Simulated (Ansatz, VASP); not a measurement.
## CsEu: VASP beside Ansatz

```
Cs Eu
1.0
     4.46442    0.00000    0.00000
    -2.23221    3.86630    0.00000
     0.00000    0.00000    8.00863
Cs Eu
1 1
Direct
  0.00000 0.00000 0.50000
  0.66667 0.33333 0.00000
```

Alike in both runs: task single point; functional revPBE; k mesh 6 × 6 × 3; collinear spin.

|  | VASP | Ansatz |
| --- | --- | --- |
| version | VASP 6.6.1 | Ansatz 0.2.0 |
| potentials or method | VASP PAW PBE potentials, release 64 (Cs_sv, Eu), cutoff 520 eV | plane waves, PAW |
| occupations | methfessel-paxton of order 1, width 0.3 eV | cold, width 0.3 eV |
| valence electrons in the cell | 26 | 26 |

VASP gave:

* pressure (GPa): 0.2
* traceless stress, the component that is largest in VASP (GPa): -0.02
* net moment per atom (μB): 3.80
* size of the moment on the site where the two differ most (μB): 6.78

Task: What did Ansatz give for the same quantities?

Result: Pressure (GPa): 0.3; traceless stress, the component that is largest in VASP (GPa): -0.06; net moment per atom (μB): 3.76; size of the moment on the site where the two differ most (μB): 7.19.

VASP's potentials were made for PBE, not for revPBE. Site moments also hang on the region over which each program counts them. Ansatz's warnings: stability check not made, stress scf threshold loose.

Spin-orbit coupling is off throughout.
